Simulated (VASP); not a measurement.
A run of VASP 6.6.1 is set up as follows.

INCAR

```
PREC     = Accurate       # precision mode
ENCUT    = 520            # plane-wave cutoff, eV
EDIFF    = 1E-6           # SCF threshold, eV
ISMEAR   = -1             # smearing method
SIGMA    = 0.1            # smearing width, eV
LREAL    = F              # projectors in reciprocal space
LASPH    = T              # aspherical terms in the spheres
NELM     = 60             # most SCF steps
ALGO     = Normal         # electronic algorithm
ISIF     = 2              # what is computed and relaxed
LWAVE    = F              # write WAVECAR
LCHARG   = F              # write CHGCAR
GGA      = CA             # functional
NBANDS   = 36             # bands
```

Contents of KPOINTS:

```
regular mesh
0
Gamma
  11 11 3
```

File POSCAR:

```
Sn
1.0
    3.0389456954      0.0000000000      0.0000000000
   -1.5194728477      2.6318041730      0.0000000000
    0.0000000000      0.0000000000      9.9890784328
Sn
4
Direct
    0.0000000000      0.0000000000      0.0000000000
    0.0000000000      0.0000000000      0.5000000000
    0.3333333333      0.6666666667      0.2500000000
    0.6666666667      0.3333333333      0.7500000000
```

Potentials or basis: VASP PAW LDA potentials, release 64 (Sn_d).

Run with:

```sh
$ cat potpaw_LDA.64/Sn_d/POTCAR > POTCAR
$ mpirun -np 1 vasp_std > vasp.out
```

**Question.** What does it give for the band gap on the k mesh?

**Answer.** Zero (bands 28 and 29 overlap by 10.26 eV).

**Question.** What does it give for the pressure?

**Answer.** 27.2 GPa.

Caveat: the cell stands under pressure; spin-orbit coupling is left out, which moves the levels of the heavy elements.
